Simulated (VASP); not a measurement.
Write the native input for VASP 6.6.1 that does the following.

| Item | Value |
| --- | --- |
| Task | single point |
| Functional | PBE |
| Potentials or basis | VASP PAW PBE potentials, release 64 (Cd, Se) |
| Cutoff | 520 eV |
| k mesh | 10 × 10 × 10 |
| Occupations | gaussian, width 0.05 eV |
| Spin | no spin polarisation |
| Dipole correction | no |
| Further INCAR settings | ALGO = Normal; EDIFF = 1e-06; NBANDS = 16 |

The structure of CdSe lies in POSCAR:

```
CdSe
1.0
   -0.2272687163      2.9434939398      3.0984146735
    3.0984146735     -0.2272687163      3.0984146735
    2.8711459572      2.7162252235      0.0000000000
Cd Se
1 1
Direct
    0.0000000000      0.0000000000      0.0000000000
    0.7500000000      0.7500000000      0.7500000000
```

This cell differs from its parent crystal: engineering shear strain xz -0.1467, normal strain along z -0.0500.

One way to write it, as run:

INCAR

```
SYSTEM = CdSe
PREC = Accurate ; ENCUT = 520
EDIFF = 1E-6 ; ISMEAR = 0
SIGMA = 0.05 ; LREAL = .False.
LASPH = .True. ; NELM = 100
ALGO = Normal ; ISIF = 2
LWAVE = .False. ; LCHARG = .False.
GGA = PE ; NBANDS = 16
```

KPOINTS

```
regular mesh
0
Gamma
  10 10 10
  0 0 0
```

Potentials or basis: VASP PAW PBE potentials, release 64 (Cd, Se).

Run with:

```console
$ cat potpaw_PBE.64/Cd/POTCAR potpaw_PBE.64/Se/POTCAR > POTCAR
$ mpirun -np 1 vasp_std > vasp.out
```

It gave:

The pressure is 4.7 GPa and the largest force is 1.139 eV/Å. The band gap on the k mesh is 0.28 eV.

Caveat: the cell differs from its parent crystal (engineering shear strain xz -0.1467, normal strain along z -0.0500); the cell stands under pressure; forces of over 1 eV/Å act on the atoms, so gaps and moduli don't describe the material at rest.

Wall time 70 s on 1 thread of Intel(R) Xeon(R) 6975P-C (Granite Rapids), on a shared host, peak memory 0.39 GiB.
